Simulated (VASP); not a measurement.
# Ti (P6_3/mmc) in VASP: a series of runs

Aim: see how the results for Ti move with the level of theory and the settings. Levels: PBE, LDA, r2SCAN. Tasks: single point.

Everything below comes from runs of VASP 6.6.1. Logs are shortened: lines on timing, memory, paths and dates and some standing lists are left out, and cuts for length are marked.

## (1) The cell of the first run

The structure is hexagonal, space group P6_3/mmc (No. 194). Conventional cell: a = 2.939 Å, b = 2.939 Å, c = 4.650 Å, α = 90.00°, β = 90.00°, γ = 120.00°. Ti (site symmetry -6m2) has 12 Ti at 2.88 to 2.94 Å within 3.8 Å.

## (2) Single point, PBE

The input, INCAR:

```
  ALGO = Fast
  EDIFF = 1E-6
  ENCUT = 520
  GGA = PE
  ISIF = 2
  ISMEAR = 0
  LASPH = T
  LCHARG = F
  LREAL = F
  LWAVE = F
  NBANDS = 19
  NELM = 100
  PREC = Accurate
  SIGMA = 0.1
```

The input, KPOINTS:

```
k-points
0
Gamma
  18 18 10
```

The input, POSCAR:

```
Ti
1.0
    2.9385821062      0.0000000000      0.0000000000
   -1.4692910531      2.5448867551      0.0000000000
    0.0000000000      0.0000000000      4.6504271809
Ti
2
Direct
    0.3333333333      0.6666666667      0.2500000000
    0.6666666667      0.3333333333      0.7500000000
```

Potentials or basis: VASP PAW PBE potentials, release 64 (Ti_sv).

Launch:

```bash
$ cat potpaw_PBE.64/Ti_sv/POTCAR > POTCAR
$ mpirun -np 1 vasp_std > vasp.out
```

OUTCAR:

```text
EDIFF = 1E-6
   ENCUT = 520
   GGA = PE
   ISIF = 2
   ISMEAR = 0
   LASPH = T
   LREAL = F
   NELM = 100
   PREC = Accurate

 ion  position               nearest neighbor table
   1  0.333  0.667  0.250-   2 2.88   2 2.88   2 2.88   2 2.88   2 2.88   2 2.88
   2  0.667  0.333  0.750-   1 2.88   1 2.88   1 2.88   1 2.88   1 2.88   1 2.88

  LATTYP: Found a hexagonal cell.
 ALAT       =     2.9385821062
 C/A-ratio  =     1.5825411756

  Lattice vectors:

 A1 = (   2.9385821062,   0.0000000000,   0.0000000000)
 A2 = (  -1.4692910531,   2.5448867551,   0.0000000000)
 A3 = (   0.0000000000,   0.0000000000,   4.6504271809)

Analysis of symmetry for initial positions (statically):
=====================================================================
 Subroutine PRICEL returns:
 Original cell was already a primitive cell.

 Routine SETGRP: Setting up the symmetry group for a
 hexagonal supercell.

 Subroutine GETGRP returns: Found 24 space group operations
 (whereof 12 operations were pure point group operations)
 out of a pool of 24 trial point group operations.

The static configuration has the point symmetry D_3d.
 The point group associated with its full space group is D_6h.

Analysis of symmetry for dynamics (positions and initial velocities):
=====================================================================
 Subroutine PRICEL returns:
 Original cell was already a primitive cell.

 Routine SETGRP: Setting up the symmetry group for a
 hexagonal supercell.

 Subroutine GETGRP returns: Found 24 space group operations
 (whereof 12 operations were pure point group operations)
 out of a pool of 24 trial point group operations.

The dynamic configuration has the point symmetry D_3d.
 The point group associated with its full space group is D_6h.

 Subroutine INISYM returns: Found 24 space group operations
 (whereof 12 operations are pure point group operations),
 and found     1 'primitive' translations

----------------------------------------------------------------------------------------

                                     Primitive cell

  volume of cell :      34.7776

  direct lattice vectors                    reciprocal lattice vectors
[... 76 lines left out ...]
   NGXF,Y,Z  is equivalent  to a cutoff of  27.16, 27.16, 25.74 a.u.
 SYSTEM =  unknown system
   PREC   = accura    normal or accurate (medium, high low for compatibility)
   ISTART =      0    job   : 0-new  1-cont  2-samecut
   ICHARG =      2    charge: 1-file 2-atom 10-const
   ISPIN  =      1    spin polarized calculation?
   LNONCOLLINEAR =      F non collinear calculations
   LSORBIT =      F    spin-orbit coupling
   LASPH  =      T    aspherical Exc in radial PAW
   ENCUT  =  520.0 eV  38.22 Ry    6.18 a.u.   5.46  5.46  8.65*2*pi/ulx,y,z
   NELM   =    100;   NELMIN=  2; NELMDL= -5     # of ELM steps
   EDIFF  = 0.1E-05   stopping-criterion for ELM
   LREAL  =      F    real-space projection
   EDIFFG = 0.1E-04   stopping-criterion for IOM
   NSW    =      0    number of steps for IOM
   IBRION =     -1    ionic relax: 0-MD 1-quasi-New 2-CG
   NFREE  =      0    steps in history (QN), initial steepest desc. (CG)
   ISIF   =      2    stress and relaxation
   ISYM   =      2    0-nonsym 1-usesym 2-fastsym
   POTIM  = 0.5000    time-step for ionic-motion
   TEBEG  =    0.0;   TEEND  =   0.0 temperature during run
   PSTRESS=    0.0 pullay stress
   NELECT =      24.0000    total number of electrons
   NUPDOWN=      -1.0000    fix difference up-down
   EMIN   =  10.00;   EMAX   =-10.00  energy-range for DOS
   EFERMI =   0.00;   METHOD = LEGACY
   ISMEAR =     0;   SIGMA  =   0.10  broadening in eV -4-tet -1-fermi 0-gaus
   EFERMI_NEDOS =   21; number of points for ismear=-14 and -15
   IALGO  =     68    algorithm
   IMIX   =      4    mixing-type and parameters
     AMIX     =   0.40;   BMIX     =  1.00
     AMIX_MAG =   1.60;   BMIX_MAG =  1.00
  volume/ion in A,a.u.               =      17.39       117.35
  Fermi-wavevector in a.u.,A,eV,Ry     =   1.446701  2.733869 28.476240  2.092945
  Thomas-Fermi vector in A             =   2.564740
   LORBIT       =      0    0 simple, 1 ext, 2 COOP (PROOUT), +10 PAW based schemes
   GGA     = PE    functional components
   LHFCALC =     F    Hartree Fock is set to
   AEXX    =    0.0000 exact exchange contribution
   IVDW    =     0    specifies the selected vdW correction
   LEPSILON=     F    determine dielectric tensor
   LRPA    =     F    only Hartree local field effects (RPA)
 non-spin polarized calculation
 RMM-DIIS sequential band-by-band and
 Gauss-broadening in eV      SIGMA  =   0.10
  energy-cutoff  :      520.00
  volume of cell :       34.78
 maximum number of plane-waves:       965
 NGX is ok and might be reduce to    24
   NGX = 11   NGY = 11   NGZ = 17

 number of electron      24.0000002 magnetization

 Free energy of the ion-electron system (eV)
  ---------------------------------------------------
  ext. energy  EPLUGINS =         0.00000000
  ---------------------------------------------------
  free energy    TOTEN  =       -15.67725652 eV

  energy without entropy =      -15.66783585  energy(sigma->0) =      -15.67254619

 E-fermi :   8.3340     XC(G=0): -11.4923

 val. band max:        8.3247046545   @ k =   0.1667   0.0000   0.1000
 cond. band min:       8.3495360659   @ k =   0.0556   0.0000   0.5000
 fundamental gap:      0.0248314114
 Fermi energy:         8.3340439898

 k-point     1 :       0.0000    0.0000    0.0000
  band No.  band energies     occupation
      1     -48.5410      2.00000
      2     -48.4046      2.00000
      3     -25.1287      2.00000
      4     -24.4869      2.00000
      5     -24.4869      2.00000
      6     -24.4225      2.00000
[... 505 lines left out ...]
      6     -24.6516      2.00000
[... 11 lines left out ...]
     18      11.7999      0.00000
     19      12.5308      0.00000

 [... further k-points ...]
[... 5 lines left out ...]
  --------------------------------------------------------------------------------------
  -------------------------------------------------------------------------------------
  Total       -0.1359563     -0.1359563     -0.1438882      0.0000000      0.0000000      0.0000000
  in kB       -6.2634082     -6.2634082     -6.6288281      0.0000000      0.0000000      0.0000000
  external PRESSURE =      -6.3852148 kB  Pullay stress =       0.0000000 kB

 VOLUME and BASIS-vectors are now :
 -----------------------------------------------------------------------------
  energy-cutoff  :      520.00
  volume of cell :       34.78
      direct lattice vectors                 reciprocal lattice vectors
     2.938582106  0.000000000  0.000000000     0.340300173  0.196472397  0.000000000
    -1.469291053  2.544886755  0.000000000     0.000000000  0.392944793  0.000000000
     0.000000000  0.000000000  4.650427181     0.000000000  0.000000000  0.215034009

 POSITION                                       TOTAL-FORCE (eV/Angst)
 -----------------------------------------------------------------------------------
     -0.00000      1.69659      1.16261        -0.000000      0.000000      0.000000
      1.46929      0.84830      3.48782         0.000000     -0.000000      0.000000
 -----------------------------------------------------------------------------------
    total drift:                                0.000000     -0.000000      0.000000

  FREE ENERGIE OF THE ION-ELECTRON SYSTEM (eV)
  ---------------------------------------------------
  free  energy   TOTEN  =       -15.6772565237 eV

  energy  without entropy=      -15.6678358506  energy(sigma->0) =      -15.67254619
```

OSZICAR:

```text
N       E                     dE             d eps       ncg     rms          rms(c)
DAV:   1     0.265244184257E+03    0.26524E+03   -0.13149E+04  8452   0.157E+03
DAV:   2     0.127888875781E+02   -0.25246E+03   -0.24842E+03  8654   0.441E+02
DAV:   3    -0.164310737927E+02   -0.29220E+02   -0.28861E+02 15734   0.124E+02
[... 28 lines left out ...]
RMM:  32    -0.156772521761E+02   -0.15673E-05   -0.19266E-05  8787   0.175E-02    0.366E-02
RMM:  33    -0.156772536921E+02   -0.15161E-05   -0.17987E-05  8467   0.158E-02    0.375E-02
RMM:  34    -0.156772546488E+02   -0.95661E-06   -0.11934E-05  8503   0.147E-02    0.378E-02
RMM:  35    -0.156772557585E+02   -0.11097E-05   -0.11967E-05  9840   0.143E-02    0.383E-02
RMM:  36    -0.156772565237E+02   -0.76526E-06   -0.85898E-06  8652   0.128E-02
   1 F= -.15677257E+02 E0= -.15672546E+02  d E =-.942067E-02
```

stdout:

```text
POSCAR found type information on POSCAR Ti
 POSCAR found :  1 types and       2 ions
 scaLAPACK will be used
 LDA part: xc-table for (Slater+PW92), standard interpolation
 POSCAR, INCAR and KPOINTS ok, starting setup
 FFT: planning ... GRIDC
 FFT: planning ... GRID_SOFT
 FFT: planning ... GRID
 WAVECAR not read
 entering main loop
WARNING in EDDRMM: call to ZHEGV failed, returncode =   8  4      5
WARNING in EDDRMM: call to ZHEGV failed, returncode =   6  3      9
WARNING in EDDRMM: call to ZHEGV failed, returncode =   8  4     14
WARNING in EDDRMM: call to ZHEGV failed, returncode =   6  3     10
WARNING in EDDRMM: call to ZHEGV failed, returncode =   8  4      3
WARNING in EDDRMM: call to ZHEGV failed, returncode =   8  4     15
WARNING in EDDRMM: call to ZHEGV failed, returncode =   6  3      3
```

It took 4.9 min on 1 thread of Intel Xeon Platinum 8488C (Sapphire Rapids), shared host; peak memory 0.24 GiB.

What came out:

```
Free energy            : -15.6773 eV
Pressure               : -0.6 GPa
Band gap on the k mesh : zero (band 12 reaches 9.10 eV, above the bottom of band 13 at 8.00 eV)
```

Levels at points of the mesh, in eV from the Fermi level:
```
           k point  band 8  band 9  band 10  band 11  band 12  band 13  band 14  band 15  band 16  band 17
(0.00, 0.00, 0.00)  -32.72   -6.22    -2.70     0.76     0.76     0.76     0.88     1.26     1.26     1.61
(0.50, 0.00, 0.00)  -32.79   -2.36    -2.16    -1.85    -0.64     0.47     0.62     1.17     3.32     3.55
(0.00, 0.00, 0.50)  -32.77   -4.36    -4.36     0.08     0.08     0.67     0.67     0.67     0.67     2.78
(0.50, 0.00, 0.50)  -32.88   -2.55    -2.55    -0.82    -0.82     1.31     1.31     1.71     1.71     3.46
```

## (3) Single point, LDA

The input, INCAR:

```
SYSTEM = Ti
ALGO = Fast
EDIFF = 1E-6
ENCUT = 520
ISIF = 2
ISMEAR = 0
LASPH = .True.
LCHARG = .True.
LELF = .True.
LREAL = .False.
LVHAR = .True.
LWAVE = .False.
NBANDS = 19
NELM = 60
PREC = Accurate
SIGMA = 0.1
```

The input, KPOINTS:

```
k-points
0
Gamma
  18 18 10
  0 0 0
```

POSCAR is that of step 2.

Potentials or basis: VASP PAW LDA potentials, release 64 (Ti_sv).

Launch:

```bash
$ cat potpaw_LDA.64/Ti_sv/POTCAR > POTCAR
$ mpirun -np 1 vasp_std > vasp.out
```

It took 4 min on 1 thread of Intel Xeon Platinum 8488C (Sapphire Rapids), shared host; peak memory 0.23 GiB.

It converged, with:

```
Free energy            : -17.0316 eV
Pressure               : -8.8 GPa
Band gap on the k mesh : zero (band 12 reaches 8.82 eV, above the bottom of band 13 at 7.77 eV)
```

Stress tensor (GPa, compression positive):
```
-8.69  0.00  0.00
 0.00 -8.69  0.00
 0.00  0.00 -8.90
```

Levels at points of the mesh, in eV from the Fermi level:
| k point | band 10 | band 11 | band 12 | band 13 | band 14 | band 15 |
| --- | --- | --- | --- | --- | --- | --- |
| (0.00, 0.00, 0.00) | -2.68 | 0.74 | 0.74 | 0.86 | 0.88 | 1.24 |
| (0.50, 0.00, 0.00) | -2.16 | -1.85 | -0.56 | 0.43 | 0.61 | 1.16 |
| (0.00, 0.00, 0.50) | -4.27 | 0.08 | 0.08 | 0.64 | 0.64 | 0.64 |
| (0.50, 0.00, 0.50) | -2.54 | -0.82 | -0.82 | 1.38 | 1.38 | 1.68 |

## (4) Single point, r2SCAN

POSCAR is that of step 3.

The input, INCAR.step1:

```
SYSTEM = Ti
  PREC = Accurate
  ENCUT = 520
  ISMEAR = 0
  SIGMA = 0.1
  LREAL = .False.
  LASPH = .True.
  NELM = 60
  NBANDS = 19
  GGA = PE
  ALGO = Normal
  EDIFF = 1E-4
  LWAVE = .True.
  LCHARG = .False.
```

The input, INCAR.step2:

```
SYSTEM = Ti
  PREC = Accurate
  ENCUT = 520
  EDIFF = 1E-7
  ISMEAR = 0
  SIGMA = 0.1
  LREAL = .False.
  LASPH = .True.
  NELM = 60
  ALGO = Normal
  ISIF = 2
  LWAVE = .False.
  LCHARG = .False.
  METAGGA = R2SCAN
  LMIXTAU = .True.
  NBANDS = 19
  ISTART = 1
```

The input, KPOINTS:

```
regular mesh
0
Gamma
  18 18 10
  0 0 0
```

Potentials or basis: VASP PAW PBE potentials, release 64 (Ti_sv).

Launch:

```bash
$ cat potpaw_PBE.64/Ti_sv/POTCAR > POTCAR
$ cp INCAR.step1 INCAR
$ mpirun -np 1 vasp_std > vasp.out
$ cp INCAR.step2 INCAR
$ mpirun -np 1 vasp_std > vasp.out
```

It took 7.6 min on 1 thread of Intel Xeon Platinum 8488C (Sapphire Rapids), shared host; peak memory 0.25 GiB.

Results (log left out):

```
Free energy            : -25.9056 eV
Pressure               : -0.2 GPa
Band gap on the k mesh : zero (band 12 reaches 9.25 eV, above the bottom of band 13 at 8.02 eV)
```

Stress tensor (GPa, compression positive):
```
-0.14  0.00  0.00
 0.00 -0.14  0.00
 0.00  0.00 -0.36
```

Levels at points of the mesh, in eV from the Fermi level:
| k point | band 10 | band 11 | band 12 | band 13 | band 14 | band 15 |
| --- | --- | --- | --- | --- | --- | --- |
| (0.00, 0.00, 0.00) | -2.87 | 0.56 | 0.86 | 0.86 | 0.97 | 1.39 |
| (0.50, 0.00, 0.00) | -2.29 | -1.94 | -0.85 | 0.60 | 0.69 | 1.26 |
| (0.00, 0.00, 0.50) | -4.69 | 0.06 | 0.06 | 0.77 | 0.77 | 0.77 |
| (0.50, 0.00, 0.50) | -2.68 | -0.88 | -0.88 | 1.23 | 1.23 | 1.90 |

Caveat: the PAW data sets were made with another functional, which shifts forces and pressure a little.

## (5) Summary

```tsv
level	potentials or basis	gap on the mesh (eV)	pressure (GPa)
PBE	VASP PAW PBE potentials, release 64 (Ti_sv)	none	-0.6
LDA	VASP PAW LDA potentials, release 64 (Ti_sv)	none	-8.8
r2SCAN	VASP PAW PBE potentials, release 64 (Ti_sv)	none	-0.2
```

Alike in all rows: task single point; no spin polarisation; cell as given; k mesh 18 × 18 × 10; cutoff (eV) 520; smearing gaussian 0.1 eV.

Caveats: the PAW data sets were made with another functional, which shifts forces and pressure a little (some runs).

Total energies depend on the potentials used, so only differences within one code and one set of settings carry meaning.
